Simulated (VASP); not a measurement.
## TaN: single point with PBEsol

Crystal: TaN.

```
Ta N
1.0
    -0.02179    2.16811    2.16811
     2.16811   -0.02179    2.16811
     2.16811    2.16811   -0.02179
Ta N
1 1
Cartesian
  2.1572 2.1572 2.1572
  0.0000 0.0000 0.0000
```

This cell differs from its parent crystal: equal xy, yz and zx shear strains of -1 %.

```
Program             : VASP 6.6.1
Task                : single point
Functional          : PBEsol
Potentials or basis : VASP PAW PBE potentials, release 64 (Ta_pv, N)
Cutoff              : 520 eV
k mesh              : 9 × 9 × 9
Occupations         : fermi-dirac, width 0.02 eV
Spin                : no spin polarisation
```

```
Pressure               : 5.5 GPa
Band gap on the k mesh : zero (band 8 reaches 11.34 eV, above the bottom of band 9 at 7.40 eV)
```

Stress tensor (GPa, compression positive):
```
5.45 0.52 0.52
0.52 5.45 0.52
0.52 0.52 5.45
```

Levels at points of the mesh, in eV from the Fermi level:
| k point | band 5 | band 6 | band 7 | band 8 | band 9 | band 10 | band 11 | band 12 |
| --- | --- | --- | --- | --- | --- | --- | --- | --- |
| (0.00, 0.00, 0.00) | -3.78 | -3.78 | -3.69 | -2.17 | -2.17 | -1.92 | 0.16 | 0.16 |

Wall time 15 s on 1 thread of Intel Xeon 6975P-C (shared host), peak memory 0.16 GiB.

Caveat: the cell differs from its parent crystal (equal xy, yz and zx shear strains of -1 %); the PAW data sets were made with another functional, which shifts forces and pressure a little; spin-orbit coupling is left out, which moves the levels of the heavy elements.
